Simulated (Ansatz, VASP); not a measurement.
**GaSb in VASP and in Ansatz**

```
Ga Sb
1.0
     3.63099    0.00000    0.00000
     0.00000    3.63099    0.00000
     0.00000    0.00000    3.63099
Ga Sb
1 1
Cartesian
  0.0000 0.0000 0.0000
  1.8155 1.8155 1.8155
```

Change from the starting cell: species swapped into the HfOs type (Pm-3m, No. 221).

Alike in both runs: functional PBE; k mesh 5 × 5 × 5; occupations gaussian, width 0.2 eV; no spin polarisation.

Ansatz relaxed the structure, and its values are those at the end. VASP's run is a single point on that final structure, the one shown.

|  | VASP | Ansatz |
| --- | --- | --- |
| version | VASP 6.6.1 | Ansatz 0.2.0 |
| potentials or method | VASP PAW PBE potentials, release 64 (Ga_d, Sb), cutoff 500 eV | scalar-relativistic, plane waves, PAW |
| valence electrons in the cell | 18 | 28 |

```csv
,VASP,Ansatz,Ansatz less VASP
gap on the k mesh at the Fermi level (eV),none,none,-
pressure (GPa),-0.3,-0.3,0.00
```

A gap of «none» marks a metal or a gap that the smearing closes. VASP's potentials hold 18 valence electrons a cell and Ansatz's 28, so a difference there can come from the potentials and not from the codes.

Neither program's run includes spin-orbit coupling.
